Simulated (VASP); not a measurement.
# Ta (I4/mmm) in VASP: further runs, part 2 of 2

VASP 6.6.1. The steps go on from the part before.

### Step 3. Single point, LDA (strain +0.0150 x Voigt [1, 1, 0, 0, 0, 0])

Contents of INCAR:

```
SYSTEM = Ta
ALGO = Normal
EDIFF = 1E-7
ENCUT = 520
GGA = CA
ISIF = 2
ISMEAR = 1
LASPH = .TRUE.
LCHARG = .FALSE.
LREAL = .FALSE.
LWAVE = .FALSE.
NBANDS = 12
NELM = 100
PREC = Accurate
SIGMA = 0.02
```

Contents of KPOINTS:

```
k-points
0
G
  20 20 20
  0 0 0
```

Contents of POSCAR:

```
Ta
1.0
   -1.6760492000      1.6760492000      1.6512800000
    1.6760492000     -1.6760492000      1.6512800000
    1.6760492000      1.6760492000     -1.6512800000
Ta
1
Direct
    0.0000000000      0.0000000000      0.0000000000
```

Potentials or basis: VASP PAW LDA potentials, release 64 (Ta_pv).

Launch:

```bash
$ cat potpaw_LDA.64/Ta_pv/POTCAR > POTCAR
$ mpirun -np 1 vasp_std > vasp.out
```

OUTCAR:

```text
SYSTEM = Ta
   EDIFF = 1E-7
   ENCUT = 520
   GGA = CA
   ISIF = 2
   ISMEAR = 1
   LASPH = .TRUE.
   LREAL = .FALSE.
   NELM = 100
   PREC = Accurate

 ion  position               nearest neighbor table
   1  0.000  0.000  0.000-

  LATTYP: Found a body centered tetragonal cell.
 ALAT       =     3.3520984000
 C/A-ratio  =     0.9852216749

  Lattice vectors:

 A1 = (  -1.6760492000,   1.6760492000,   1.6512800000)
 A2 = (   1.6760492000,  -1.6760492000,   1.6512800000)
 A3 = (   1.6760492000,   1.6760492000,  -1.6512800000)

Analysis of symmetry for initial positions (statically):
=====================================================================
 Subroutine PRICEL returns:
 Original cell was already a primitive cell.

 Routine SETGRP: Setting up the symmetry group for a
 body centered tetragonal supercell.

 Subroutine GETGRP returns: Found 16 space group operations
 (whereof 16 operations were pure point group operations)
 out of a pool of 16 trial point group operations.

The static configuration has the point symmetry D_4h.

Analysis of symmetry for dynamics (positions and initial velocities):
=====================================================================
 Subroutine PRICEL returns:
 Original cell was already a primitive cell.

 Routine SETGRP: Setting up the symmetry group for a
 body centered tetragonal supercell.

 Subroutine GETGRP returns: Found 16 space group operations
 (whereof 16 operations were pure point group operations)
 out of a pool of 16 trial point group operations.

The dynamic configuration has the point symmetry D_4h.

 Subroutine INISYM returns: Found 16 space group operations
 (whereof 16 operations are pure point group operations),
 and found     1 'primitive' translations

----------------------------------------------------------------------------------------

                                     Primitive cell
[... 110 lines left out ...]
  volume/ion in A,a.u.               =      18.55       125.21
  Fermi-wavevector in a.u.,A,eV,Ry     =   1.375269  2.598882 25.733580  1.891365
  Thomas-Fermi vector in A             =   2.500620
   LORBIT       =      0    0 simple, 1 ext, 2 COOP (PROOUT), +10 PAW based schemes
   GGA     = CA    functional components
   LHFCALC =     F    Hartree Fock is set to
   AEXX    =    0.0000 exact exchange contribution
   IVDW    =     0    specifies the selected vdW correction
   LEPSILON=     F    determine dielectric tensor
   LRPA    =     F    only Hartree local field effects (RPA)
 non-spin polarized calculation
 Methfessel and Paxton  Order N= 1 SIGMA  =   0.02
  energy-cutoff  :      520.00
  volume of cell :       18.55
 maximum number of plane-waves:       523
 NGX is ok and might be reduce to    24
   NGX = 11   NGY = 11   NGZ = 11

 number of electron      11.0000000 magnetization

 Free energy of the ion-electron system (eV)
  ---------------------------------------------------
  ext. energy  EPLUGINS =         0.00000000
  ---------------------------------------------------
  free energy    TOTEN  =       -12.77045148 eV

  energy without entropy =      -12.77043291  energy(sigma->0) =      -12.77044529

 E-fermi :   5.1296     XC(G=0): -12.6464

 val. band max:        5.1265599632   @ k =  -0.1500   0.3000   0.1500
 cond. band min:       5.1312471373   @ k =   0.3500   0.2000   0.0000
 fundamental gap:      0.0046871741
 Fermi energy:         5.1296190723

 k-point     1 :       0.0000    0.0000    0.0000
  band No.  band energies     occupation
      1     -27.8654      2.00000
      2     -27.8654      2.00000
      3     -27.8615      2.00000
      4      -2.5732      2.00000
      5       5.7034      0.00000
      6       5.8851      0.00000
      7       5.8851      0.00000
      8       8.8475      0.00000
      9       9.0961      0.00000
     10      18.7358      0.00000
     11      20.0099      0.00000
     12      20.0099      0.00000
[... 331 lines left out ...]
 k-point    24 :      -0.3500    0.0500    0.0000
  band No.  band energies     occupation
      1     -28.6675      2.00000
      2     -28.1308      2.00000
      3     -27.8812      2.00000
      4       0.5861      2.00000
      5       4.1016      2.00000
      6       5.0452      2.00000
      7       8.6898      0.00000
      8       9.4307      0.00000
      9       9.9807      0.00000
     10      18.6733      0.00000
     11      18.8030      0.00000
     12      19.7823      0.00000

 [... further k-points ...]
[... 5 lines left out ...]
  --------------------------------------------------------------------------------------
  -------------------------------------------------------------------------------------
  Total       -1.6258628     -1.6258628     -1.4524644      0.0000000     -0.0000000     -0.0000000
  in kB     -140.3913156   -140.3913156   -125.4185676      0.0000000     -0.0000000     -0.0000000
  external PRESSURE =    -135.4003996 kB  Pullay stress =       0.0000000 kB

 VOLUME and BASIS-vectors are now :
 -----------------------------------------------------------------------------
  energy-cutoff  :      520.00
  volume of cell :       18.55
      direct lattice vectors                 reciprocal lattice vectors
    -1.676049200  1.676049200  1.651280000     0.000000000  0.298320598  0.302795407
     1.676049200 -1.676049200  1.651280000     0.298320598  0.000000000  0.302795407
     1.676049200  1.676049200 -1.651280000     0.298320598  0.298320598  0.000000000

 POSITION                                       TOTAL-FORCE (eV/Angst)
 -----------------------------------------------------------------------------------
      0.00000      0.00000      0.00000        -0.000000     -0.000000      0.000000
 -----------------------------------------------------------------------------------
    total drift:                                0.000000      0.000000     -0.000000

  FREE ENERGIE OF THE ION-ELECTRON SYSTEM (eV)
  ---------------------------------------------------
  free  energy   TOTEN  =       -12.7704514814 eV

  energy  without entropy=      -12.7704329121  energy(sigma->0) =      -12.77044529
```

OSZICAR:

```text
N       E                     dE             d eps       ncg     rms          rms(c)
DAV:   1     0.602318761309E+02    0.60232E+02   -0.60832E+03 15432   0.869E+02
DAV:   2    -0.122709156613E+02   -0.72503E+02   -0.70652E+02 17196   0.243E+02
DAV:   3    -0.132916429657E+02   -0.10207E+01   -0.10106E+01 18340   0.273E+01
DAV:   4    -0.132944468899E+02   -0.28039E-02   -0.28036E-02 17000   0.158E+00
DAV:   5    -0.132944560713E+02   -0.91814E-05   -0.91809E-05 18220   0.869E-02    0.128E+01
DAV:   6    -0.128888951514E+02    0.40556E+00   -0.33344E-01 17944   0.584E+00    0.594E+00
DAV:   7    -0.127725874912E+02    0.11631E+00   -0.25980E-01 17808   0.474E+00    0.338E-01
DAV:   8    -0.127705019595E+02    0.20855E-02   -0.54612E-03 16272   0.710E-01    0.114E-01
DAV:   9    -0.127704523761E+02    0.49583E-04   -0.11918E-04 17880   0.108E-01    0.243E-02
DAV:  10    -0.127704514984E+02    0.87768E-06   -0.38693E-06 16744   0.206E-02    0.220E-03
DAV:  11    -0.127704514814E+02    0.17000E-07   -0.81144E-08 11792   0.320E-03
   1 F= -.12770451E+02 E0= -.12770445E+02  d E =-.185693E-04
```

stdout:

```text
POSCAR found type information on POSCAR Ta
 POSCAR found :  1 types and       1 ions
 scaLAPACK will be used
 LDA part: xc-table for (Slater(with rela. corr.)+CA(PZ))
 , standard interpolation
 POSCAR, INCAR and KPOINTS ok, starting setup
 FFT: planning ... GRIDC
 FFT: planning ... GRID_SOFT
 FFT: planning ... GRID
 WAVECAR not read
 entering main loop
```

Run time: 53 s. Hardware: 1 thread of Intel Xeon Platinum 8375C at 2.90GHz (Ice Lake), shared host; peak memory 0.25 GiB.

Results:

| Item | Value |
| --- | --- |
| Free energy | -12.7705 eV |
| Pressure | -13.5 GPa |

Stress tensor (GPa, compression positive):
```
-14.04   0.00   0.00
  0.00 -14.04   0.00
  0.00   0.00 -12.54
```

Caveat: the cell differs from its parent crystal (strain +0.0150 x Voigt [1, 1, 0, 0, 0, 0]); spin-orbit coupling is left out, which moves the levels of the heavy elements.
